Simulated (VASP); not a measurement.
# Ga2O3 (R32) in VASP: single point with r2SCAN

Aim: the single point of Ga2O3 with r2SCAN.

Program: VASP 6.6.1. These are calculated values, not measurements. Logs are shortened: lines on timing, memory, paths and dates and some standing lists are left out, and cuts for length are marked.

## (1) The cell of the first run

Symmetry: R32, No. 155, trigonal system. Conventional cell: a = 4.985 Å, b = 4.985 Å, c = 13.442 Å, α = 90.00°, β = 90.00°, γ = 120.00°. Within 2.6 Å of Ga (site symmetry 3) lie 6 O at 1.94 to 2.04 Å. Ga (site symmetry 3) has 6 O at 1.91 to 2.11 Å within 2.5 Å. Within 2.5 Å of O (site symmetry 2) lie 4 Ga at 1.91 to 2.04 Å. O (site symmetry 2) has 4 Ga at 1.94 to 2.11 Å within 2.6 Å.

## (2) Single point, r2SCAN (mode 17 (337.8 1/cm) frozen in, largest displacement +0.050 Å)

The input, POSCAR:

```
Ga2O3
1.0
    2.4923023535      1.4389314347      4.4806666158
   -2.4923023535      1.4389314347      4.4806666158
    0.0000000000     -2.8778628693      4.4806666158
Ga O
4 6
Direct
    0.3516826637      0.3516826637      0.3516826637
    0.1483173363      0.1483173363      0.1483173363
    0.6408779671      0.6408779671      0.6408779671
    0.8591220329      0.8591220329      0.8591220329
    0.5527172010      0.9472827990      0.2500000000
    0.2500000000      0.5527172010      0.9472827990
    0.9472827990      0.2500000000      0.5527172010
    0.4454647106      0.0545352894      0.7500000000
    0.7500000000      0.4454647106      0.0545352894
    0.0545352894      0.7500000000      0.4454647106
```

The input, INCAR.step1:

```
SYSTEM = Ga2O3
PREC = Accurate ; ENCUT = 520
ISMEAR = 0 ; SIGMA = 0.05
LREAL = .FALSE. ; LASPH = .TRUE.
NELM = 60 ; NBANDS = 55
GGA = PE ; ALGO = Normal
EDIFF = 1E-4 ; LWAVE = .TRUE.
LCHARG = .FALSE.
```

The input, INCAR.step2:

```
SYSTEM = Ga2O3
PREC = Accurate ; ENCUT = 520
EDIFF = 1E-6 ; ISMEAR = 0
SIGMA = 0.05 ; LREAL = .FALSE.
LASPH = .TRUE. ; NELM = 60
ALGO = Normal ; ISIF = 2
LWAVE = .FALSE. ; LCHARG = .TRUE.
METAGGA = R2SCAN ; LMIXTAU = .TRUE.
LELF = .TRUE. ; LVHAR = .TRUE.
NBANDS = 55 ; ISTART = 1
```

The input, KPOINTS:

```
Automatic mesh
0
G
  6 6 6
  0 0 0
```

Potentials or basis: VASP PAW PBE potentials, release 64 (Ga_d, O).

The run is started by

```bash
> cat potpaw_PBE.64/Ga_d/POTCAR potpaw_PBE.64/O/POTCAR > POTCAR
> cp INCAR.step1 INCAR
> mpirun -np 1 vasp_std > vasp.out
> cp INCAR.step2 INCAR
> mpirun -np 1 vasp_std > vasp.out
```

OUTCAR:

```text
SYSTEM = Ga2O3
   PREC = Accurate
   ENCUT = 520
   EDIFF = 1E-6
   ISMEAR = 0
   LREAL = .FALSE.
   LASPH = .TRUE.
   NELM = 60
   ISIF = 2
   METAGGA = R2SCAN
   ISTART = 1

 ion  position               nearest neighbor table
   1  0.352  0.352  0.352-   8 1.94   9 1.94  10 1.94   6 2.04   7 2.04   5 2.04   2 2.73
   2  0.148  0.148  0.148-   8 1.94  10 1.94   9 1.94   7 2.04   6 2.04   5 2.04   1 2.73
   3  0.641  0.641  0.641-   5 1.91   6 1.91   7 1.91   9 2.11  10 2.11   8 2.11
   4  0.859  0.859  0.859-   5 1.91   7 1.91   6 1.91  10 2.11   9 2.11   8 2.11
   5  0.553  0.947  0.250-   3 1.91   4 1.91   1 2.04   2 2.04
   6  0.250  0.553  0.947-   3 1.91   4 1.91   1 2.04   2 2.04
   7  0.947  0.250  0.553-   4 1.91   3 1.91   2 2.04   1 2.04
   8  0.445  0.055  0.750-   1 1.94   2 1.94   3 2.11   4 2.11
   9  0.750  0.445  0.055-   1 1.94   2 1.94   3 2.11   4 2.11
  10  0.055  0.750  0.445-   2 1.94   1 1.94   4 2.11   3 2.11

  LATTYP: Found a trigonal (rhomboedric) cell.
 ALAT       =     5.3252669433
 COS(alpha) =     0.5619247826

  Lattice vectors:

 A1 = (   2.4923023535,   1.4389314347,   4.4806666158)
 A2 = (  -2.4923023535,   1.4389314347,   4.4806666158)
 A3 = (   0.0000000000,  -2.8778628693,   4.4806666158)

Analysis of symmetry for initial positions (statically):
=====================================================================
 Subroutine PRICEL returns:
 Original cell was already a primitive cell.

 Routine SETGRP: Setting up the symmetry group for a
 trigonal (rhombohedral) supercell.

 Subroutine GETGRP returns: Found  6 space group operations
 (whereof  3 operations were pure point group operations)
 out of a pool of 12 trial point group operations.

The static configuration has the point symmetry C_3 .
 The point group associated with its full space group is D_3 .

Analysis of symmetry for dynamics (positions and initial velocities):
=====================================================================
 Subroutine PRICEL returns:
 Original cell was already a primitive cell.

 Routine SETGRP: Setting up the symmetry group for a
 trigonal (rhombohedral) supercell.

 Subroutine GETGRP returns: Found  6 space group operations
 (whereof  3 operations were pure point group operations)
 out of a pool of 12 trial point group operations.

The dynamic configuration has the point symmetry C_3 .
 The point group associated with its full space group is D_3 .

 Subroutine INISYM returns: Found  6 space group operations
 (whereof  3 operations are pure point group operations),
[... 116 lines left out ...]
   IBRION =     -1    ionic relax: 0-MD 1-quasi-New 2-CG
   NFREE  =      0    steps in history (QN), initial steepest desc. (CG)
   ISIF   =      2    stress and relaxation
   ISYM   =      2    0-nonsym 1-usesym 2-fastsym
   POTIM  = 0.5000    time-step for ionic-motion
   TEBEG  =    0.0;   TEEND  =   0.0 temperature during run
   PSTRESS=    0.0 pullay stress
   NELECT =      88.0000    total number of electrons
   NUPDOWN=      -1.0000    fix difference up-down
   EMIN   =  10.00;   EMAX   =-10.00  energy-range for DOS
   EFERMI =   0.00;   METHOD = LEGACY
   ISMEAR =     0;   SIGMA  =   0.05  broadening in eV -4-tet -1-fermi 0-gaus
   EFERMI_NEDOS =   21; number of points for ismear=-14 and -15
   IALGO  =     38    algorithm
   IMIX   =      4    mixing-type and parameters
     AMIX     =   0.40;   BMIX     =  1.00
     AMIX_MAG =   1.60;   BMIX_MAG =  1.00
  volume/ion in A,a.u.               =       9.64        65.06
  Fermi-wavevector in a.u.,A,eV,Ry     =   1.588026  3.000933 34.311514  2.521825
  Thomas-Fermi vector in A             =   2.687093
   LORBIT       =      0    0 simple, 1 ext, 2 COOP (PROOUT), +10 PAW based schemes
   METAGGA = R2SCAN    functional components
   LHFCALC =     F    Hartree Fock is set to
   AEXX    =    0.0000 exact exchange contribution
   IVDW    =     0    specifies the selected vdW correction
   LEPSILON=     F    determine dielectric tensor
   LRPA    =     F    only Hartree local field effects (RPA)
 non-spin polarized calculation
 Gauss-broadening in eV      SIGMA  =   0.05
  energy-cutoff  :      520.00
  volume of cell :       96.41
 maximum number of plane-waves:      2610
   NGX = 19   NGY = 19   NGZ = 19

 number of electron      88.0000004 magnetization

 Free energy of the ion-electron system (eV)
  ---------------------------------------------------
  ext. energy  EPLUGINS =         0.00000000
  ---------------------------------------------------
  free energy    TOTEN  =      -102.17873757 eV

  energy without entropy =     -102.17873757  energy(sigma->0) =     -102.17873757

 E-fermi :   4.4594     XC(G=0): -13.1594

 val. band max:        4.2354399825   @ k =   0.1667   0.1667   0.1667
 cond. band min:       7.6466245429   @ k =   0.0000   0.0000   0.0000
 fundamental gap:      3.4111845604
 Fermi energy:         4.4594356865

 k-point     1 :       0.0000    0.0000    0.0000
  band No.  band energies     occupation
      1     -15.9078      2.00000
      2     -14.2424      2.00000
      3     -14.2424      2.00000
      4     -13.7203      2.00000
      5     -13.3597      2.00000
      6     -13.3597      2.00000
[... 1381 lines left out ...]
     54      17.1279      0.00000
     55      17.5378      0.00000

 [... further k-points ...]
[... 5 lines left out ...]
  --------------------------------------------------------------------------------------
  -------------------------------------------------------------------------------------
  Total        1.5358739      1.5358739      0.9386473     -0.0000000      0.0000000      0.0000000
  in kB       25.5229823     25.5229823     15.5983377     -0.0000000      0.0000000      0.0000000
  external PRESSURE =      22.2147674 kB  Pullay stress =       0.0000000 kB

 VOLUME and BASIS-vectors are now :
 -----------------------------------------------------------------------------
  energy-cutoff  :      520.00
  volume of cell :       96.41
      direct lattice vectors                 reciprocal lattice vectors
     2.492302353  1.438931435  4.480666616     0.200617714  0.115826691  0.074393692
    -2.492302353  1.438931435  4.480666616    -0.200617714  0.115826691  0.074393692
     0.000000000 -2.877862869  4.480666616     0.000000000 -0.231653382  0.074393692

 POSITION                                       TOTAL-FORCE (eV/Angst)
 -----------------------------------------------------------------------------------
      0.00000      0.00000      4.72732        -0.000000      0.000000      1.526866
      0.00000      0.00000      1.99368        -0.000000     -0.000000     -1.526866
      0.00000      0.00000      8.61468        -0.000000      0.000000      1.445797
      0.00000      0.00000     11.54832        -0.000000     -0.000000     -1.445797
     -0.98338      1.43893      7.84117         0.019918      0.000000     -0.000000
     -0.75446     -1.57109      7.84117        -0.009959      0.017250     -0.000000
      1.73784      0.13216      7.84117        -0.009959     -0.017250     -0.000000
      0.97431     -1.43893      5.60083         0.049028      0.000000     -0.000000
      0.75899      1.56325      5.60083        -0.024514      0.042459     -0.000000
     -1.73331     -0.12432      5.60083        -0.024514     -0.042459     -0.000000
 -----------------------------------------------------------------------------------
    total drift:                               -0.000000     -0.000000     -0.000000

  FREE ENERGIE OF THE ION-ELECTRON SYSTEM (eV)
  ---------------------------------------------------
  free  energy   TOTEN  =      -102.1787375653 eV

  energy  without entropy=     -102.1787375653  energy(sigma->0) =     -102.17873757
```

Wall time 11 min (1 thread of Intel Xeon 6975P-C, shared host); peak memory 0.33 GiB.

Results:

| Quantity | Value |
| --- | --- |
| Free energy | -102.1787 eV |
| Pressure | 2.2 GPa |
| Largest force | 1.527 eV/Å |
| Band gap on the k mesh | 3.41 eV, indirect (least direct gap 3.45 eV) |

Forces on the atoms (eV/Å):
```
Ga   0.000  0.000  1.527
Ga   0.000  0.000 -1.527
Ga   0.000  0.000  1.446
Ga   0.000  0.000 -1.446
O    0.020  0.000  0.000
O   -0.010  0.017  0.000
O   -0.010 -0.017  0.000
O    0.049  0.000  0.000
O   -0.025  0.042  0.000
O   -0.025 -0.042  0.000
```

Stress tensor (GPa, compression positive):
```
2.55 0.00 0.00
0.00 2.55 0.00
0.00 0.00 1.56
```

Caveat: the cell differs from its parent crystal (mode 17 (337.8 1/cm) frozen in, largest displacement +0.050 Å); the PAW data sets were made with another functional, which shifts forces and pressure a little. A k mesh can miss the band edges.
